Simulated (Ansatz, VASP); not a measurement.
# KAgCl2: VASP beside Ansatz

File INCAR:

```
SYSTEM = KAgCl2
PREC = Accurate
ENCUT = 520
EDIFF = 1E-7
ISMEAR = 0
SIGMA = 0.01
LREAL = .FALSE.
LASPH = .TRUE.
NELM = 80
ALGO = Normal
ISIF = 2
LWAVE = .FALSE.
LCHARG = .TRUE.
GGA = PE
LELF = .TRUE.
LVHAR = .TRUE.
NBANDS = 25
```

Contents of KPOINTS:

```
Automatic mesh
0
G
  6 6 6
  0 0 0
```

File POSCAR:

```
KAgCl2
1.0
    2.1271793395      1.2281275643      6.7427712018
   -2.1271793395      1.2281275643      6.7427712018
    0.0000000000     -2.4562551286      6.7427712018
K Ag Cl
1 1 2
Direct
    1.0000000000      0.0000000000      0.0000000000
    0.5000000000      0.5000000000      0.5000000000
    0.2382740846      0.2382740846      0.2382740846
    0.7617259154      0.7617259154      0.7617259154
```

Input for Ansatz:

```yaml
crystal:
  lattice:
    - [2.1271793395, 1.2281275643, 6.7427712018]
    - [-2.1271793395, 1.2281275643, 6.7427712018]
    - [0.0, -2.4562551286, 6.7427712018]
  atoms:
    - { symbol: K, position: [1.0, 0.0, 0.0] }
    - { symbol: Ag, position: [0.5, 0.5, 0.5] }
    - { symbol: Cl, position: [0.2382740846, 0.2382740846, 0.2382740846] }
    - { symbol: Cl, position: [0.7617259154, 0.7617259154, 0.7617259154] }
kpoints:
  mp_grid: { grid: [6, 6, 6] }
hamiltonian:
  xc: pbe
scf:
  occupations: { method: fixed }
  n_extra_bands: 5
output:
  forces: true
  stress: true
  eigenvalues: true
```

Alike in both runs: task single point; functional PBE; k mesh 6 × 6 × 6; no spin polarisation.

```csv
,VASP,Ansatz
version,VASP 6.6.1,Ansatz 0.2.0
potentials or method,"VASP PAW PBE potentials, release 64 (K_sv, Ag, Cl)","plane waves, PAW"
plane-wave cutoff (eV),520,420
occupations,"gaussian, width 0.01 eV",fixed
valence electrons in the cell,34,42
```

Ansatz gave:

* gap on the k mesh at the Fermi level (eV): 2.53
* pressure (GPa): 0.0
* rms of the force components (eV/Å): 0.000

Problem. Estimate VASP's values.

Solution. gap on the k mesh at the Fermi level (eV): 2.53; pressure (GPa): 0.0; rms of the force components (eV/Å): 0.005.

Atom by atom the forces differ by 0.005 eV/Å (rms over components). VASP's potentials hold 34 valence electrons a cell and Ansatz's 42, so a difference there can come from the potentials and not from the codes.
